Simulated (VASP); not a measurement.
# Na (Fd-3m) in VASP: notebook

Na is run at these levels: revPBE; tasks: single point, relaxation of cell and atoms.

All numbers are computed with VASP 6.6.1; they aren't measurements. Logs are shortened: lines on timing, memory, paths and dates and some standing lists are left out, and cuts for length are marked.

## Step 1: The cell of the first run

It takes space group Fd-3m (No. 227, cubic). The conventional cell has a = 7.751 Å, b = 7.751 Å, c = 7.751 Å, α = 90.00°, β = 90.00°, γ = 90.00°. Na (site symmetry -43m) has 4 Na at 3.36 Å within 4.4 Å.

This isn't the form of Na at room conditions, which is bcc.

## Step 2: Single point, revPBE

INCAR reads:

```
SYSTEM = Na
ALGO     = Normal         ! electronic algorithm
EDIFF    = 1E-7           ! SCF threshold, eV
ENCUT    = 520            ! plane-wave cutoff, eV
GGA      = RE             ! functional
ISIF     = 2              ! what is computed and relaxed
ISMEAR   = -1             ! smearing method
LASPH    = .True.         ! aspherical terms in the spheres
LCHARG   = .True.         ! write CHGCAR
LELF     = .True.         ! ELF
LREAL    = .False.        ! projectors in reciprocal space
LVHAR    = .True.       
LWAVE    = .False.        ! write WAVECAR
NBANDS   = 14             ! bands
NELM     = 80             ! most SCF steps
PREC     = Accurate       ! precision mode
SIGMA    = 0.1            ! smearing width, eV
```

KPOINTS reads:

```
k-points
0
Gamma
  12 12 12
  0 0 0
```

POSCAR reads:

```
Na
1.0
    0.0000000000      3.8756548433      3.8756548433
    3.8756548433      0.0000000000      3.8756548433
    3.8756548433      3.8756548433      0.0000000000
Na
2
Direct
    0.1250000000      0.1250000000      0.1250000000
    0.8750000000      0.8750000000      0.8750000000
```

Potentials or basis: VASP PAW PBE potentials, release 64 (Na_pv).

Started as:

```
> cat potpaw_PBE.64/Na_pv/POTCAR > POTCAR
> mpirun -np 1 vasp_std > vasp.out
```

OUTCAR:

```text
SYSTEM = Na
   EDIFF = 1E-7
   ENCUT = 520
   GGA = RE
   ISIF = 2
   ISMEAR = -1
   LASPH = .True.
   LREAL = .False.
   NELM = 80
   PREC = Accurate

 ion  position               nearest neighbor table
   1  0.125  0.125  0.125-
   2  0.875  0.875  0.875-

  LATTYP: Found a face centered cubic cell.
 ALAT       =     7.7513096866

  Lattice vectors:

 A1 = (   0.0000000000,   3.8756548433,   3.8756548433)
 A2 = (   3.8756548433,   0.0000000000,   3.8756548433)
 A3 = (   3.8756548433,   3.8756548433,   0.0000000000)

Analysis of symmetry for initial positions (statically):
=====================================================================
 Subroutine PRICEL returns:
 Original cell was already a primitive cell.

 Routine SETGRP: Setting up the symmetry group for a
 face centered cubic supercell.

 Subroutine GETGRP returns: Found 48 space group operations
 (whereof 12 operations were pure point group operations)
 out of a pool of 48 trial point group operations.

The static configuration has the point symmetry D_3d.
 The point group associated with its full space group is O_h .

Analysis of symmetry for dynamics (positions and initial velocities):
=====================================================================
 Subroutine PRICEL returns:
 Original cell was already a primitive cell.

 Routine SETGRP: Setting up the symmetry group for a
 face centered cubic supercell.

 Subroutine GETGRP returns: Found 48 space group operations
 (whereof 12 operations were pure point group operations)
 out of a pool of 48 trial point group operations.

The dynamic configuration has the point symmetry D_3d.
 The point group associated with its full space group is O_h .

 Subroutine INISYM returns: Found 48 space group operations
 (whereof 12 operations are pure point group operations),
 and found     1 'primitive' translations

----------------------------------------------------------------------------------------

                                     Primitive cell

  volume of cell :     116.4301

  direct lattice vectors                    reciprocal lattice vectors
     0.000000000  3.875654843  3.875654843    -0.129010456  0.129010456  0.129010456
     3.875654843  0.000000000  3.875654843     0.129010456 -0.129010456  0.129010456
     3.875654843  3.875654843  0.000000000     0.129010456  0.129010456 -0.129010456

  length of vectors
     5.481003642  5.481003642  5.481003642     0.223452665  0.223452665  0.223452665

  position of ions in fractional coordinates (direct lattice)
     0.125000000  0.125000000  0.125000000
     0.875000000  0.875000000  0.875000000

  ion indices of the primitive-cell ions
   primitive index   ion index
                 1           1
                 2           2

----------------------------------------------------------------------------------------

 KPOINTS: k-points

Automatic generation of k-mesh.
 Grid dimensions read from file:
 generate k-points for:   12   12   12

 Generating k-lattice:

  Cartesian coordinates                     Fractional coordinates (reciprocal lattice)
    -0.010750871  0.010750871  0.010750871     0.083333333  0.000000000  0.000000000
     0.010750871 -0.010750871  0.010750871     0.000000000  0.083333333  0.000000000
     0.010750871  0.010750871 -0.010750871     0.000000000  0.000000000  0.083333333

  Length of vectors
     0.018621055  0.018621055  0.018621055

  Shift w.r.t. Gamma in fractional coordinates (k-lattice)
     0.000000000  0.000000000  0.000000000

 Subroutine IBZKPT returns following result:
 ===========================================

 Found     72 irreducible k-points:

 Following reciprocal coordinates:
            Coordinates               Weight
  0.000000  0.000000  0.000000      1.000000
  0.083333  0.000000  0.000000      8.000000
  0.166667  0.000000  0.000000      8.000000
  0.250000  0.000000  0.000000      8.000000
  0.333333  0.000000  0.000000      8.000000
  0.416667  0.000000  0.000000      8.000000
[... 16 lines left out ...]
  0.500000  0.166667  0.000000     24.000000
 -0.416667  0.166667  0.000000     24.000000
 [... further k-points ...]
   k-points           NKPTS =     72   k-points in BZ     NKDIM =     72   number of bands    NBANDS=     14
   number of dos      NEDOS =    301   number of ions     NIONS =      2
   total plane-waves  NPLWV =  74088
   dimension x,y,z NGX =    42 NGY =   42 NGZ =   42
   dimension x,y,z NGXF=    84 NGYF=   84 NGZF=   84
   ions per type =               2
   NGX,Y,Z   is equivalent  to a cutoff of  12.74, 12.74, 12.74 a.u.
   NGXF,Y,Z  is equivalent  to a cutoff of  25.48, 25.48, 25.48 a.u.
 SYSTEM =  Na
   PREC   = accura    normal or accurate (medium, high low for compatibility)
   ISTART =      0    job   : 0-new  1-cont  2-samecut
   ICHARG =      2    charge: 1-file 2-atom 10-const
   ISPIN  =      1    spin polarized calculation?
   LNONCOLLINEAR =      F non collinear calculations
   LSORBIT =      F    spin-orbit coupling
   LASPH  =      T    aspherical Exc in radial PAW
   ENCUT  =  520.0 eV  38.22 Ry    6.18 a.u.  10.19 10.19 10.19*2*pi/ulx,y,z
   NELM   =     80;   NELMIN=  2; NELMDL= -5     # of ELM steps
   EDIFF  = 0.1E-06   stopping-criterion for ELM
   LREAL  =      F    real-space projection
   EDIFFG = 0.1E-05   stopping-criterion for IOM
   NSW    =      0    number of steps for IOM
   IBRION =     -1    ionic relax: 0-MD 1-quasi-New 2-CG
   NFREE  =      0    steps in history (QN), initial steepest desc. (CG)
   ISIF   =      2    stress and relaxation
   ISYM   =      2    0-nonsym 1-usesym 2-fastsym
   POTIM  = 0.5000    time-step for ionic-motion
   TEBEG  =    0.0;   TEEND  =   0.0 temperature during run
   PSTRESS=    0.0 pullay stress
   NELECT =      14.0000    total number of electrons
   NUPDOWN=      -1.0000    fix difference up-down
   EMIN   =  10.00;   EMAX   =-10.00  energy-range for DOS
   EFERMI =   0.00;   METHOD = LEGACY
   ISMEAR =    -1;   SIGMA  =   0.10  broadening in eV -4-tet -1-fermi 0-gaus
   EFERMI_NEDOS =   21; number of points for ismear=-14 and -15
   IALGO  =     38    algorithm
   IMIX   =      4    mixing-type and parameters
     AMIX     =   0.40;   BMIX     =  1.00
     AMIX_MAG =   1.60;   BMIX_MAG =  1.00
  volume/ion in A,a.u.               =      58.22       392.85
  Fermi-wavevector in a.u.,A,eV,Ry     =   0.808033  1.526961  8.883479  0.652917
  Thomas-Fermi vector in A             =   1.916763
   LORBIT       =      0    0 simple, 1 ext, 2 COOP (PROOUT), +10 PAW based schemes
   GGA     = RE    functional components
   LHFCALC =     F    Hartree Fock is set to
   AEXX    =    0.0000 exact exchange contribution
   IVDW    =     0    specifies the selected vdW correction
   LEPSILON=     F    determine dielectric tensor
   LRPA    =     F    only Hartree local field effects (RPA)
 non-spin polarized calculation
  energy-cutoff  :      520.00
  volume of cell :      116.43
 maximum number of plane-waves:      3156
 NGX is ok and might be reduce to    42
   NGX = 21   NGY = 21   NGZ = 21

 number of electron      13.9999989 magnetization

 Free energy of the ion-electron system (eV)
  ---------------------------------------------------
  ext. energy  EPLUGINS =         0.00000000
  ---------------------------------------------------
  free energy    TOTEN  =        -1.76182236 eV

  energy without entropy =       -1.72446759  energy(sigma->0) =       -1.74314498

 E-fermi :  -0.6525     XC(G=0):  -5.2620

 val. band max:       -0.6728387903   @ k =  -0.4167   0.1667   0.0000
 cond. band min:      -0.6383586976   @ k =  -0.3333   0.4167   0.1667
 fundamental gap:      0.0344800928
 Fermi energy:        -0.6524955841

 k-point     1 :       0.0000    0.0000    0.0000
  band No.  band energies     occupation
      1     -26.1173      2.00000
      2     -26.1173      2.00000
      3     -26.1173      2.00000
      4     -26.0903      2.00000
      5     -26.0903      2.00000
      6     -26.0903      2.00000
      7      -3.0792      2.00000
      8       3.7489      0.00000
      9       3.7489      0.00000
     10       3.7489      0.00000
     11       4.0689      0.00000
     12       4.0689      0.00000
     13       4.0689      0.00000
     14       5.6521      0.00000

 k-point     2 :       0.0833    0.0000    0.0000
  band No.  band energies     occupation
      1     -26.1175      2.00000
      2     -26.1175      2.00000
      3     -26.1172      2.00000
      4     -26.0904      2.00000
      5     -26.0901      2.00000
      6     -26.0901      2.00000
      7      -3.0267      2.00000
      8       3.0032      0.00000
      9       3.5420      0.00000
     10       3.5420      0.00000
     11       4.3375      0.00000
     12       4.3431      0.00000
     13       4.3431      0.00000
     14       5.7635      0.00000

 k-point     3 :       0.1667    0.0000    0.0000
  band No.  band energies     occupation
      1     -26.1180      2.00000
      2     -26.1180      2.00000
      3     -26.1170      2.00000
      4     -26.0907      2.00000
      5     -26.0896      2.00000
      6     -26.0896      2.00000
      7      -2.8694      2.00000
      8       2.0410      0.00000
      9       3.3082      0.00000
     10       3.3082      0.00000
     11       4.2928      0.00000
     12       4.6563      0.00000
     13       4.6564      0.00000
     14       5.4067      0.00000
[... 324 lines left out ...]
 k-point    23 :       0.5000    0.1667    0.0000
  band No.  band energies     occupation
      1     -26.1217      2.00000
      2     -26.1207      2.00000
      3     -26.1128      2.00000
      4     -26.0952      2.00000
      5     -26.0870      2.00000
      6     -26.0861      2.00000
      7      -1.4592      1.99937
      8      -0.4999      0.35719
      9       1.8067      0.00000
     10       2.3873      0.00000
     11       3.0991      0.00000
     12       4.8354      0.00000
     13       5.2788      0.00000
     14       6.0023      0.00000

 k-point    24 :      -0.4167    0.1667    0.0000
  band No.  band energies     occupation
      1     -26.1219      2.00000
      2     -26.1205      2.00000
      3     -26.1129      2.00000
      4     -26.0951      2.00000
      5     -26.0872      2.00000
      6     -26.0859      2.00000
      7      -1.3180      1.99743
      8      -0.6728      1.10137
      9       1.6142      0.00000
     10       2.5496      0.00000
     11       3.2642      0.00000
     12       4.6438      0.00000
     13       5.2074      0.00000
     14       6.3092      0.00000

 [... further k-points ...]

------------------------ aborting loop because EDIFF is reached ----------------------------------------

  FORCE on cell =-STRESS in cart. coord.  units (eV):
  Direction    XX          YY          ZZ          XY          YZ          ZX
  --------------------------------------------------------------------------------------
  -------------------------------------------------------------------------------------
  Total        0.0067973      0.0067973      0.0067973     -0.0000000      0.0000000     -0.0000000
  in kB        0.0935369      0.0935369      0.0935369     -0.0000000      0.0000000     -0.0000000
  external PRESSURE =       0.0935369 kB  Pullay stress =       0.0000000 kB

 VOLUME and BASIS-vectors are now :
 -----------------------------------------------------------------------------
  energy-cutoff  :      520.00
  volume of cell :      116.43
      direct lattice vectors                 reciprocal lattice vectors
     0.000000000  3.875654843  3.875654843    -0.129010456  0.129010456  0.129010456
     3.875654843  0.000000000  3.875654843     0.129010456 -0.129010456  0.129010456
     3.875654843  3.875654843  0.000000000     0.129010456  0.129010456 -0.129010456

 POSITION                                       TOTAL-FORCE (eV/Angst)
 -----------------------------------------------------------------------------------
      0.96891      0.96891      0.96891        -0.000000      0.000000     -0.000000
      6.78240      6.78240      6.78240         0.000000     -0.000000      0.000000
 -----------------------------------------------------------------------------------
    total drift:                                0.000000      0.000000      0.000000

  FREE ENERGIE OF THE ION-ELECTRON SYSTEM (eV)
  ---------------------------------------------------
  free  energy   TOTEN  =        -1.7618223622 eV

  energy  without entropy=       -1.7244675897  energy(sigma->0) =       -1.74314498
```

It took 90 s on 1 thread of Intel Xeon Platinum 8259CL at 2.50GHz (Skylake/Cascade Lake), shared host; peak memory 0.29 GiB.

What came out:

```yaml
Free_energy: -1.7618 eV
Pressure: 0.0 GPa
Band_gap_on_the_k_mesh: zero (bands 7 and 8 overlap by 0.67 eV)
```

Levels at points of the mesh, in eV from the Fermi level:
```
           k point  band 3  band 4  band 5  band 6  band 7  band 8  band 9  band 10  band 11  band 12
(0.00, 0.00, 0.00)  -25.46  -25.44  -25.44  -25.44   -2.43    4.40    4.40     4.40     4.72     4.72
(0.50, 0.00, 0.00)  -25.46  -25.44  -25.44  -25.44   -0.78   -0.27    3.69     3.69     4.45     4.45
(0.50, 0.50, 0.00)  -25.45  -25.45  -25.43  -25.43    0.05    0.05    2.30     2.30     2.92     2.92
```

Caveat: the PAW data sets were made with another functional, which shifts forces and pressure a little.

## Step 3: Relaxation of cell and atoms, revPBE

This run uses another cell than the first one, of 50.91 Å³/atom.

INCAR reads:

```
PREC = Accurate ; ENCUT = 600
EDIFF = 1E-6 ; ISMEAR = -1
SIGMA = 0.1 ; LREAL = F
LASPH = T ; NELM = 60
ALGO = Normal ; ISIF = 3
LWAVE = F ; LCHARG = F
GGA = RE ; IBRION = 2
NSW = 80 ; EDIFFG = -0.01
```

KPOINTS reads:

```
Automatic mesh
0
Gamma
  8 8 8
```

POSCAR reads:

```
Na
1.0
    0.0000000000      3.7061924832      3.7061924832
    3.7061924832      0.0000000000      3.7061924832
    3.7061924832      3.7061924832      0.0000000000
Na
2
Direct
    0.1250000000      0.1250000000      0.1250000000
    0.8750000000      0.8750000000      0.8750000000
```

Potentials or basis: VASP PAW PBE potentials, release 64 (Na_pv).

Started as:

```
> cat potpaw_PBE.64/Na_pv/POTCAR > POTCAR
> mpirun -np 1 vasp_std > vasp.out
```

OUTCAR:

```text
PREC = Accurate
   ENCUT = 600
   EDIFF = 1E-6
   ISMEAR = -1
   LREAL = F
   LASPH = T
   NELM = 60
   ISIF = 3
   GGA = RE
   IBRION = 2
   NSW = 80
   EDIFFG = -0.01

 ion  position               nearest neighbor table
   1  0.125  0.125  0.125-
   2  0.875  0.875  0.875-

  LATTYP: Found a face centered cubic cell.
 ALAT       =     7.4123849664

  Lattice vectors:

 A1 = (   0.0000000000,   3.7061924832,   3.7061924832)
 A2 = (   3.7061924832,   0.0000000000,   3.7061924832)
 A3 = (   3.7061924832,   3.7061924832,   0.0000000000)

Analysis of symmetry for initial positions (statically):
=====================================================================
 Subroutine PRICEL returns:
 Original cell was already a primitive cell.

[... 336 lines left out ...]
      2     -26.1385      2.00000
      3     -26.1385      2.00000
      4     -26.1123      2.00000
      5     -26.1123      2.00000
      6     -26.1123      2.00000
      7      -3.0823      2.00000
      8       3.7031      0.00000
      9       3.7032      0.00000
     10       3.7032      0.00000
     11       4.0255      0.00000
[... 309 lines left out ...]
 k-point    24 :      -0.3750    0.2500    0.1250
  band No.  band energies     occupation
      1     -26.1435      2.00000
      2     -26.1422      2.00000
      3     -26.1327      2.00000
      4     -26.1186      2.00000
      5     -26.1089      2.00000
      6     -26.1077      2.00000
      7      -1.1410      1.98134
      8      -0.6503      0.87977
      9       1.3554      0.00000
     10       1.7225      0.00000
     11       3.8576      0.00000

 [... further k-points ...]

------------------------ aborting loop because EDIFF is reached ----------------------------------------

  FORCE on cell =-STRESS in cart. coord.  units (eV):
  Direction    XX          YY          ZZ          XY          YZ          ZX
  --------------------------------------------------------------------------------------
  -------------------------------------------------------------------------------------
  Total       -0.0119092     -0.0119092     -0.0119092     -0.0000000     -0.0000000      0.0000000
  in kB       -0.1623485     -0.1623485     -0.1623485     -0.0000000     -0.0000000      0.0000000
  external PRESSURE =      -0.1623485 kB  Pullay stress =       0.0000000 kB
[... 17 lines left out ...]
  FREE ENERGIE OF THE ION-ELECTRON SYSTEM (eV)
  ---------------------------------------------------
  free  energy   TOTEN  =        -1.7625504187 eV

  energy  without entropy=       -1.7255478994  energy(sigma->0) =       -1.74404916

 reached required accuracy - stopping structural energy minimisation
```

CONTCAR:

```text
Na
   1.00000000000000
    -0.0000000000000000    3.8878078325502128    3.8878078325502128
     3.8878078325502128    0.0000000000000000    3.8878078325502128
     3.8878078325502128    3.8878078325502128    0.0000000000000000
  Na
     2
Direct
     0.1250000000000000    0.1250000000000000    0.1250000000000000
     0.8750000000000000    0.8750000000000000    0.8750000000000000

  0.00000000E+00  0.00000000E+00  0.00000000E+00
  0.00000000E+00  0.00000000E+00  0.00000000E+00
```

Run time: 1.8 min. Hardware: 1 thread of Intel Xeon Platinum 8259CL at 2.50GHz (Skylake/Cascade Lake), shared host; peak memory 0.26 GiB.

Results:

- Free energy: -1.7626 eV
- Relaxed volume: 58.76 Å³/atom
- Relaxed cell: a = 5.498 Å, b = 5.498 Å, c = 5.498 Å, α = 60.00°, β = 60.00°, γ = 60.00°
- Space group after relaxing (to 0.1 Å): Fd-3m (No. 227)
- Energy gained by relaxing: 9.4 meV/atom
- Ionic steps: 5
- Pressure after relaxing: 0.0 GPa
- Band gap on the k mesh: zero (bands 7 and 8 overlap by 0.66 eV)

Step by step:
```
step  energy change (eV)  largest force (eV/Å)  pressure (GPa)  volume (Å³)
   1              0.0000                0.0000            0.44       101.82
   2             -0.0052                0.0000            0.38       103.90
   3             -0.0156                0.0000            0.20       110.30
   4             -0.0157                0.0000           -0.15       123.90
   5             -0.0187                0.0000           -0.02       117.53
```

Final structure:
```
CELL_PARAMETERS angstrom
0.00000 3.88781 3.88781
3.88781 0.00000 3.88781
3.88781 3.88781 0.00000
ATOMIC_POSITIONS crystal
Na 0.12500 0.12500 0.12500
Na 0.87500 0.87500 0.87500
```

Caveat: the volume moved by over 15 % at a fixed basis, so the end points are rough; the PAW data sets were made with another functional, which shifts forces and pressure a little.

The gap in the log of VASP goes by the Fermi energy; the results here count the filled bands.